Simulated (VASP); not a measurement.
Set up this calculation in VASP 6.6.1, as the native input.

```yaml
Task: single point
Functional: PBEsol
Potentials_or_basis: VASP PAW PBE potentials, release 64 (Al)
Cutoff: 500 eV
k_mesh: 12 × 12 × 15
Occupations: gaussian, width 0.1 eV
Spin: no spin polarisation
Dipole_correction: no
Further_INCAR_settings: ALGO = Normal; EDIFF = 1e-06; NBANDS = 8
```

The structure of Al lies in POSCAR:

```
Al
1.0
    2.8679075060     -0.0000035215     -0.0059148403
   -1.4339568027      2.4836860382      0.0000000000
    1.4292281955      0.8251652834      2.2824731862
Al
1
Direct
    0.0000000000      0.0000000000      0.0000000000
```

These files were run (other wordings do the same):

INCAR

```
  ALGO = Normal
  EDIFF = 1E-6
  ENCUT = 500
  GGA = PS
  GGA_COMPAT = F
  ISIF = 2
  ISMEAR = 0
  LASPH = T
  LCHARG = T
  LELF = T
  LREAL = F
  LVHAR = T
  LWAVE = F
  NBANDS = 8
  NELM = 120
  PREC = Accurate
  SIGMA = 0.1
```

KPOINTS

```
k-points
0
Gamma
  12 12 15
```

Potentials or basis: VASP PAW PBE potentials, release 64 (Al).

Run with:

```sh
$ cat potpaw_PBE.64/Al/POTCAR > POTCAR
$ mpirun -np 1 vasp_std > vasp.out
```

It gave:

The pressure is -0.4 GPa.

Caveat: the PAW data sets were made with another functional, which shifts forces and pressure a little.

It took 32 s on 1 thread of Intel(R) Xeon(R) Platinum 8488C (Sapphire Rapids) (shared host), peak memory 0.18 GiB.
